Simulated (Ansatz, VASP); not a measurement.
## VB4Os: VASP beside Ansatz

Contents of INCAR:

```
SYSTEM = VB4Os
PREC = Accurate
ENCUT = 500
EDIFF = 1E-6
ISMEAR = -1
SIGMA = 0.15
LREAL = .FALSE.
LASPH = .TRUE.
NELM = 200
ALGO = Normal
ISIF = 2
LWAVE = .FALSE.
LCHARG = .FALSE.
ISPIN = 2
MAGMOM = 2 0 0 0 0 0
LORBIT = 11
LMAXMIX = 4
GGA = PE
NBANDS = 34
GGA_COMPAT = .FALSE.
```

The input KPOINTS:

```
Automatic mesh
0
G
  9 9 3
  0 0 0
```

The input POSCAR:

```
VB4Os
1.0
    2.8036724955      0.0000000000      0.0000000000
   -1.4018367349      2.4280517598      0.0000000000
    0.0000000000      0.0000000000      7.2624994302
V B Os
1 4 1
Direct
    0.0000000000      0.0000000000      0.0000000000
    0.0000000000      0.0000000000      0.7094840000
    0.3333333333      0.6666666667      0.7969230000
    0.3333333333      0.6666666667      0.2030770000
    0.0000000000      0.0000000000      0.2905160000
    0.3333333333      0.6666666667      0.5000000000
```

Input for Ansatz:

```yaml
crystal:
  lattice:
    - [2.8036724954704964, 0.0, 0.0]
    - [-1.4018367349090384, 2.428051759832479, 0.0]
    - [0.0, 0.0, 7.262499430180195]
  atoms:
    - { symbol: V, position: [0.0, 0.0, 0.0], spin: 2.0 }
    - { symbol: B, position: [0.0, 0.0, 0.709484] }
    - { symbol: B, position: [0.3333333333333333, 0.6666666666666666, 0.796923] }
    - { symbol: B, position: [0.3333333333333333, 0.6666666666666666, 0.203077] }
    - { symbol: B, position: [0.0, 0.0, 0.290516] }
    - { symbol: Os, position: [0.3333333333333333, 0.6666666666666666, 0.5] }
basis:
  ecutwfc: 500.0
kpoints:
  mp_grid:
    grid: [9, 9, 3]
hamiltonian:
  xc: pbe
magnetization:
  spin_polarized: true
scf:
  occupations:
    method: fermi_dirac
    width: 0.15
output:
  stress: true
```

Alike in both runs: task single point; functional PBE; k mesh 9 × 9 × 3; occupations fermi-dirac, width 0.15 eV; collinear spin.

|  | VASP | Ansatz |
| --- | --- | --- |
| version | VASP 6.6.1 | Ansatz 0.2.0 |
| potentials or method | VASP PAW PBE potentials, release 64 (V_sv, B, Os_sv_GW), cutoff 500 eV | plane waves, PAW |
| valence electrons in the cell | 41 | 41 |

```tsv
	VASP	Ansatz	Ansatz less VASP
pressure (GPa)	25.2	26.1	+0.90
traceless stress, the component that is largest in VASP (GPa)	6.48	6.30	-0.179
net moment per atom (μB)	0.00	0.00	0.000
```

Ansatz's warnings: seeded moment not kept.

Neither program's run includes spin-orbit coupling.
